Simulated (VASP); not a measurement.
**Cd2HgTe3: single point with PBE**

Cd2HgTe3:

```
Cd Hg Te
1.0
     4.68998    0.00000    0.00000
    -2.34499    4.06164    0.00000
     0.00000    0.00000   11.47350
Cd Hg Te
2 1 3
Direct
  0.33333 0.66667 0.66610
  0.66667 0.33333 0.33330
  0.00000 0.00000 0.00001
  0.33333 0.66667 0.91598
  0.66667 0.33333 0.58358
  0.00000 0.00000 0.25102
```

```yaml
Program: VASP 6.6.1
Task: single point
Functional: PBE
Potentials_or_basis: VASP PAW PBE potentials, release 64 (Cd, Hg, Te)
Cutoff: 520 eV
k_mesh: 12 × 12 × 4
Occupations: gaussian, width 0.1 eV
Spin: no spin polarisation
```

```
Pressure               : 0.1 GPa
Largest force          : 0.004 eV/Å
Band gap on the k mesh : zero (filled and empty bands touch)
```

Forces in eV/Å, atoms in the order of the input:
```
Cd   0.000  0.000  0.000
Cd   0.000  0.000  0.000
Hg   0.000  0.000  0.000
Te   0.000  0.000  0.003
Te   0.000  0.000  0.001
Te   0.000  0.000 -0.004
```

Levels at points of the mesh, in eV from the Fermi level:
```csv
k point,band 24,band 25,band 26,band 27,band 28,band 29,band 30,band 31
"(0.00, 0.00, 0.00)",-0.64,-0.13,-0.09,-0.07,-0.07,1.27,1.59,4.43
"(0.50, 0.00, 0.00)",-1.74,-1.58,-1.20,-1.07,1.89,2.44,2.47,2.63
"(0.00, 0.00, 0.50)",-0.43,-0.43,-0.19,-0.19,0.81,1.46,1.50,4.43
"(0.50, 0.00, 0.50)",-1.68,-1.61,-0.84,-0.83,1.22,2.49,2.62,3.48
```

It took 4 min on 1 thread of Intel(R) Xeon(R) 6975P-C (Granite Rapids) (shared host), peak memory 0.67 GiB.

Caveat: semilocal functionals underestimate gaps, and a narrow one can read as zero; spin-orbit coupling is left out, which moves the levels of the heavy elements.
